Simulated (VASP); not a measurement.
# Au (P6_3/mmc) in VASP: notebook, part 3 of 3

VASP 6.6.1. Earlier steps stand in the parts before.

### Step 5. Single point, PBEsol (strain -0.025 along x and y, -0.050 along z)

File INCAR:

```
SYSTEM = Au
PREC     = Accurate       ! precision mode
ENCUT    = 520            ! plane-wave cutoff, eV
EDIFF    = 1E-6           ! SCF threshold, eV
ISMEAR   = 0              ! smearing method
SIGMA    = 0.15           ! smearing width, eV
LREAL    = .False.        ! projectors in reciprocal space
LASPH    = .True.         ! aspherical terms in the spheres
NELM     = 80             ! most SCF steps
ALGO     = Fast           ! electronic algorithm
ISIF     = 2              ! what is computed and relaxed
LWAVE    = .False.        ! write WAVECAR
LCHARG   = .False.        ! write CHGCAR
GGA      = PS             ! functional
NBANDS   = 18             ! bands
```

File KPOINTS:

```
regular mesh
0
Gamma
  24 24 12
  0 0 0
```

File POSCAR:

```
Au
1.0
    2.7935603680      0.0000000000      0.0000000000
   -1.3967801840      2.4192942457      0.0000000000
    0.0000000000      0.0000000000      4.5510491130
Au
2
Direct
    0.3333333333      0.6666666667      0.7500000000
    0.6666666667      0.3333333333      0.2500000000
```

Potentials or basis: VASP PAW PBE potentials, release 64 (Au).

Launch:

```console
$ cat potpaw_PBE.64/Au/POTCAR > POTCAR
$ mpirun -np 1 vasp_std > vasp.out
```

OUTCAR:

```text
SYSTEM = Au
   PREC = Accurate
   ENCUT = 520
   EDIFF = 1E-6
   ISMEAR = 0
   LREAL = .False.
   LASPH = .True.
   NELM = 80
   ISIF = 2
   GGA = PS

 ion  position               nearest neighbor table
   1  0.333  0.667  0.750-   2 2.79   2 2.79   2 2.79   2 2.79   2 2.79   2 2.79
   2  0.667  0.333  0.250-   1 2.79   1 2.79   1 2.79   1 2.79   1 2.79   1 2.79

  LATTYP: Found a hexagonal cell.
 ALAT       =     2.7935603680
 C/A-ratio  =     1.6291214484

  Lattice vectors:

 A1 = (   2.7935603680,   0.0000000000,   0.0000000000)
 A2 = (  -1.3967801840,   2.4192942457,   0.0000000000)
 A3 = (   0.0000000000,   0.0000000000,   4.5510491130)

Analysis of symmetry for initial positions (statically):
=====================================================================
 Subroutine PRICEL returns:
 Original cell was already a primitive cell.

 Routine SETGRP: Setting up the symmetry group for a
 hexagonal supercell.

 Subroutine GETGRP returns: Found 24 space group operations
 (whereof 12 operations were pure point group operations)
 out of a pool of 24 trial point group operations.

The static configuration has the point symmetry D_3d.
 The point group associated with its full space group is D_6h.

[... 157 lines left out ...]
  ext. energy  EPLUGINS =         0.00000000
  ---------------------------------------------------
  free energy    TOTEN  =        -7.61636914 eV

  energy without entropy =       -7.60796207  energy(sigma->0) =       -7.61216560

 E-fermi :  11.0494     XC(G=0): -13.5004

 val. band max:       11.0454841848   @ k =   0.0833   0.0417   0.0833
 cond. band min:      11.0541568838   @ k =   0.3750   0.0417   0.4167
 fundamental gap:      0.0086726990
 Fermi energy:        11.0493885179

 k-point     1 :       0.0000    0.0000    0.0000
  band No.  band energies     occupation
      1       0.0267      2.00000
      2       2.7461      2.00000
      3       5.8115      2.00000
      4       5.9376      2.00000
      5       5.9376      2.00000
      6       6.3658      2.00000
[... 481 lines left out ...]
      5       6.2209      2.00000
      6       6.5483      2.00000
[... 10 lines left out ...]
     17      23.5859      0.00000
     18      26.1602      0.00000

 [... further k-points ...]
[... 5 lines left out ...]
  --------------------------------------------------------------------------------------
  -------------------------------------------------------------------------------------
  Total        4.2394279      4.2394279      4.9894610      0.0000000      0.0000000      0.0000000
  in kB      220.8307582    220.8307582    259.8997986      0.0000000      0.0000000      0.0000000
  external PRESSURE =     233.8537716 kB  Pullay stress =       0.0000000 kB

 VOLUME and BASIS-vectors are now :
 -----------------------------------------------------------------------------
  energy-cutoff  :      520.00
  volume of cell :       30.76
      direct lattice vectors                 reciprocal lattice vectors
     2.793560368  0.000000000  0.000000000     0.357966132  0.206671843  0.000000000
    -1.396780184  2.419294246  0.000000000     0.000000000  0.413343686  0.000000000
     0.000000000  0.000000000  4.551049113     0.000000000  0.000000000  0.219729556

 POSITION                                       TOTAL-FORCE (eV/Angst)
 -----------------------------------------------------------------------------------
     -0.00000      1.61286      3.41329        -0.000000      0.000000      0.000000
      1.39678      0.80643      1.13776         0.000000      0.000000      0.000000
 -----------------------------------------------------------------------------------
    total drift:                               -0.000000      0.000000     -0.000000

  FREE ENERGIE OF THE ION-ELECTRON SYSTEM (eV)
  ---------------------------------------------------
  free  energy   TOTEN  =        -7.6163691368 eV

  energy  without entropy=       -7.6079620716  energy(sigma->0) =       -7.61216560
```

stdout:

```text
POSCAR found type information on POSCAR Au
 POSCAR found :  1 types and       2 ions
 scaLAPACK will be used
 -----------------------------------------------------------------------------
|                                                                             |
|                                                                             |
|     You enforced a specific xc type in the INCAR file but a different       |
|     I HOPE YOU KNOW WHAT YOU ARE DOING!                                     |
|                                                                             |
 -----------------------------------------------------------------------------

 LDA part: xc-table for (Slater+PW92), standard interpolation
 POSCAR, INCAR and KPOINTS ok, starting setup
 FFT: planning ... GRIDC
 FFT: planning ... GRID_SOFT
 FFT: planning ... GRID
 WAVECAR not read
 entering main loop
```

Run time: 1.8 min. Hardware: 1 thread of AMD EPYC 9R45 (Zen 5), shared host; peak memory 0.28 GiB.

What came out:

```yaml
Free_energy: -7.6164 eV
Pressure: 23.4 GPa
Band_gap_on_the_k_mesh: zero (bands 11 and 12 overlap by 7.57 eV)
```

Stress tensor (GPa, compression positive):
```
22.08  0.00  0.00
 0.00 22.08  0.00
 0.00  0.00 25.99
```

Levels at points of the mesh, in eV from the Fermi level:
| k point | band 8 | band 9 | band 10 | band 11 | band 12 | band 13 | band 14 | band 15 |
| --- | --- | --- | --- | --- | --- | --- | --- | --- |
| (0.00, 0.00, 0.00) | -4.08 | -4.08 | -2.26 | -2.26 | -1.46 | 3.67 | 14.30 | 16.21 |
| (0.50, 0.00, 0.00) | -2.00 | -1.86 | -1.73 | 0.34 | 1.72 | 6.25 | 7.90 | 8.34 |
| (0.00, 0.00, 0.50) | -5.20 | -2.81 | -2.81 | -2.81 | -2.81 | 12.01 | 12.01 | 14.75 |
| (0.50, 0.00, 0.50) | -2.63 | -1.84 | -1.84 | 0.21 | 0.21 | 4.52 | 4.52 | 14.10 |

Caveat: the cell differs from its parent crystal (strain -0.025 along x and y, -0.050 along z); the cell stands under pressure; the PAW data sets were made with another functional, which shifts forces and pressure a little; spin-orbit coupling is left out, which moves the levels of the heavy elements.

### Step 6. Summary

| cell | further INCAR settings | gap on the mesh (eV) | pressure (GPa) |
| --- | --- | --- | --- |
| a = 2.722, b = 2.722, c = 4.551 Å, angles 90.0, 90.0, 120.0°, 2 atoms | ALGO = Fast; EDIFF = 1e-07; NBANDS = 18 | none | 41.0 |
| a = 2.722, b = 2.722, c = 4.671 Å, angles 90.0, 90.0, 120.0°, 2 atoms | ALGO = Fast; EDIFF = 1e-06; NBANDS = 18 | none | 32.0 |
| a = 2.722, b = 2.722, c = 4.791 Å, angles 90.0, 90.0, 120.0°, 2 atoms | ALGO = Fast; EDIFF = 1e-06; NBANDS = 18 | none | 24.7 |
| a = 2.794, b = 2.794, c = 4.551 Å, angles 90.0, 90.0, 120.0°, 2 atoms | ALGO = Fast; EDIFF = 1e-06; NBANDS = 18 | none | 23.4 |

Alike in all rows: task single point; level PBEsol; potentials or basis VASP PAW PBE potentials, release 64 (Au); no spin polarisation; k mesh 24 × 24 × 12; cutoff (eV) 520; smearing gaussian 0.15 eV.

Caveats: the PAW data sets were made with another functional, which shifts forces and pressure a little; spin-orbit coupling is left out, which moves the levels of the heavy elements; the cell stands under pressure (at least some runs); the stress differs along the axes, from 28 to 34 GPa (at least some runs); the stress differs along the axes, from 18 to 28 GPa (at least some runs).

Absolute energies hang on the potentials; compare differences alone.

The gap in the log of VASP goes by the Fermi energy; the results here count the filled bands.